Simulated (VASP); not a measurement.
Input of a VASP 6.6.1 run:

INCAR

```
PREC = Accurate
ENCUT = 400
EDIFF = 1E-6
ISMEAR = -1
SIGMA = 0.05
LREAL = Auto
LASPH = T
NELM = 120
ALGO = Normal
ISIF = 2
LWAVE = F
LCHARG = T
GGA = PS
LELF = T
LVHAR = T
ISYM = -1
NBANDS = 167
GGA_COMPAT = F
```

File KPOINTS:

```
explicit points
1
Reciprocal
  0.25000000   0.25000000   0.25000000 1
```

File POSCAR:

```
Si63Se
1.0
   10.8655790000      0.0000000000      0.0000000000
    0.0000000000     10.8655790000      0.0000000000
    0.0000000000      0.0000000000     10.8655790000
Si Se
63 1
Direct
    0.9999350000      0.9999720000      0.0000650000
    0.9976830000      0.9979570000      0.4980490000
    0.9976780000      0.4980420000      0.9978800000
    0.0010540000      0.5006120000      0.5005940000
    0.4978830000      0.9979190000      0.9978230000
    0.5005280000      0.0010870000      0.5006260000
    0.5005450000      0.5005930000      0.0011700000
    0.1253780000      0.1253960000      0.1256030000
    0.1236190000      0.1237550000      0.6243070000
    0.1234510000      0.6242650000      0.1236490000
    0.1260670000      0.6261630000      0.6264100000
    0.6240780000      0.1237250000      0.1238220000
    0.6261790000      0.1259450000      0.6264430000
    0.6261570000      0.6261550000      0.1263190000
    0.6290350000      0.6290870000      0.6292560000
    0.2499950000      0.2501820000      0.9996690000
    0.2484800000      0.2486280000      0.4991870000
    0.2489510000      0.7499010000      0.0003390000
    0.2484010000      0.7533490000      0.5016640000
    0.7497300000      0.2491010000      0.0003620000
    0.7531400000      0.2486220000      0.5017110000
    0.7499920000      0.7500620000      0.9994650000
    0.7495210000      0.7497440000      0.4969940000
    0.3751950000      0.3751850000      0.1250750000
    0.3656710000      0.3654380000      0.6388580000
    0.3744890000      0.8748700000      0.1248850000
    0.3748980000      0.8768660000      0.6254840000
    0.8747440000      0.3745330000      0.1250350000
    0.8769470000      0.3749140000      0.6255520000
    0.8750220000      0.8750420000      0.1250260000
    0.8738870000      0.8738700000      0.6256520000
    0.2500610000      0.9993540000      0.2501800000
    0.2490180000      0.0002210000      0.7498600000
    0.2483340000      0.4990780000      0.2483850000
    0.2487770000      0.5014010000      0.7532200000
    0.7497710000      0.0002500000      0.2490710000
    0.7500920000      0.9991410000      0.7502620000
    0.7530700000      0.5013760000      0.2489290000
    0.7496730000      0.4968890000      0.7497400000
    0.3750190000      0.1249690000      0.3752650000
    0.3743070000      0.1249510000      0.8749110000
    0.3644450000      0.6397910000      0.3647650000
    0.3747940000      0.6254800000      0.8770400000
    0.8746360000      0.1249370000      0.3745930000
    0.8749570000      0.1249290000      0.8752290000
    0.8767530000      0.6254830000      0.3750670000
    0.8737330000      0.6255690000      0.8740290000
    0.9993920000      0.2501020000      0.2502310000
    0.0002170000      0.2490510000      0.7500150000
    0.0001630000      0.7498540000      0.2492350000
    0.9992030000      0.7500300000      0.7502340000
    0.4989530000      0.2485670000      0.2487550000
    0.5014120000      0.2485880000      0.7533510000
    0.5013500000      0.7532870000      0.2486770000
    0.4968070000      0.7496570000      0.7498290000
    0.1249650000      0.3752400000      0.3752020000
    0.1248650000      0.3745810000      0.8749080000
    0.1247460000      0.8748900000      0.3746370000
    0.1248690000      0.8750890000      0.8750720000
    0.6388600000      0.3653240000      0.3657580000
    0.6253810000      0.3749240000      0.8769550000
    0.6253910000      0.8769370000      0.3749340000
    0.6254580000      0.8738950000      0.8740490000
    0.4965540000      0.4967860000      0.4966710000
```

Potentials or basis: VASP PAW PBE potentials, release 64 (Si, Se).

Run with:

```console
$ cat potpaw_PBE.64/Si/POTCAR potpaw_PBE.64/Se/POTCAR > POTCAR
$ mpirun -np 1 vasp_std > vasp.out
```

Task: What does it give for the largest force?

Result: 0.044 eV/Å.

Task: Predict the pressure.

Result: 0.3 GPa.

Stress tensor (GPa, compression positive):
```
 0.33 -1.57 -1.56
-1.57  0.34 -1.57
-1.56 -1.57  0.33
```

Caveat: the PAW data sets were made with another functional, which shifts forces and pressure a little.
